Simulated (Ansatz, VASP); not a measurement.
Ba2SnF6 in VASP and in Ansatz

```
Ba Sn F
1.0
     0.00000    4.35178    4.35178
     4.35178    0.00000    4.35178
     4.35178    4.35178    0.00000
Ba Sn F
2 1 6
Direct
  0.25000 0.25000 0.25000
  0.75000 0.75000 0.75000
  0.00000 0.00000 0.00000
  0.73840 0.26160 0.26160
  0.26160 0.73840 0.26160
  0.26160 0.26160 0.73840
  0.26160 0.73840 0.73840
  0.73840 0.26160 0.73840
  0.73840 0.73840 0.26160
```

Alike in both runs: functional PBE; k mesh 4 × 4 × 4; occupations gaussian, width 0.1 eV; no spin polarisation.

Ansatz relaxed the structure, and its values are those at the end. VASP's run is a single point on that final structure, the one shown.

```csv
,VASP,Ansatz
version,VASP 6.6.1,Ansatz 0.2.0
potentials or method,"VASP PAW PBE potentials, release 64 (Ba_sv, Sn_d, F), cutoff 520 eV","scalar-relativistic, plane waves, PAW"
valence electrons in the cell,76,76
```

```tsv
	VASP	Ansatz	Ansatz less VASP
gap on the k mesh at the Fermi level (eV)	2.29	2.32	+0.033
least direct gap on the mesh (eV)	2.94	2.94	+0.006
pressure (GPa)	0.3	0.0	-0.24
```

With one functional, cell and mesh, what is left measures potentials, basis and numerics.

Spin-orbit coupling is off throughout.
